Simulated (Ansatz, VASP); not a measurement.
# SnSe in VASP and in Ansatz

Contents of INCAR:

```
PREC = Accurate
ENCUT = 500
EDIFF = 1E-6
ISMEAR = -1
SIGMA = 0.05
LREAL = F
LASPH = T
NELM = 120
ALGO = Normal
ISIF = 2
LWAVE = F
LCHARG = F
NBANDS = 17
GGA_COMPAT = F
```

The input KPOINTS:

```
Automatic mesh
0
Gamma
  14 14 14
```

The input POSCAR:

```
SnSe
1.0
    0.0000000000      2.9485371505      2.9485371505
    2.9485371505      0.0000000000      2.9485371505
    2.9485371505      2.9485371505      0.0000000000
Sn Se
1 1
Direct
    0.0000000000      0.0000000000      0.0000000000
    0.5000000000      0.5000000000      0.5000000000
```

Input for Ansatz:

```yaml
crystal:
  lattice:
    - [0.0, 2.9485371505, 2.9485371505]
    - [2.9485371505, 0.0, 2.9485371505]
    - [2.9485371505, 2.9485371505, 0.0]
  atoms:
    - { symbol: Sn, position: [0.0, 0.0, 0.0] }
    - { symbol: Se, position: [0.5, 0.5, 0.5] }
kpoints:
  mp_grid: { grid: [14, 14, 14] }
scf:
  occupations: { method: fermi_dirac, width: 0.05 }
hamiltonian:
  xc: lda
  pseudopotentials: { kind: all_electron, datasets: crystal }
output:
  forces: true
  stress: true
  eigenvalues: true
```

Change from the starting cell: volume scaled by 1, crystal datasets.

Alike in both runs: task single point; functional LDA; k mesh 14 × 14 × 14; occupations fermi-dirac, width 0.05 eV; no spin polarisation.

```csv
,VASP,Ansatz
version,VASP 6.6.1,Ansatz 0.2.0
potentials or method,"VASP PAW LDA potentials, release 64 (Sn_d, Se), cutoff 500 eV","all-electron PAW with datasets made for the crystal, scalar-relativistic"
```

```csv
,VASP,Ansatz,Ansatz less VASP
pressure (GPa),0.1,0.0,-0.12
```

LDA's correlation is that of Perdew and Zunger in VASP and of Perdew and Wang (1992) in Ansatz. Ansatz ran all-electron here, and VASP with PAW potentials.
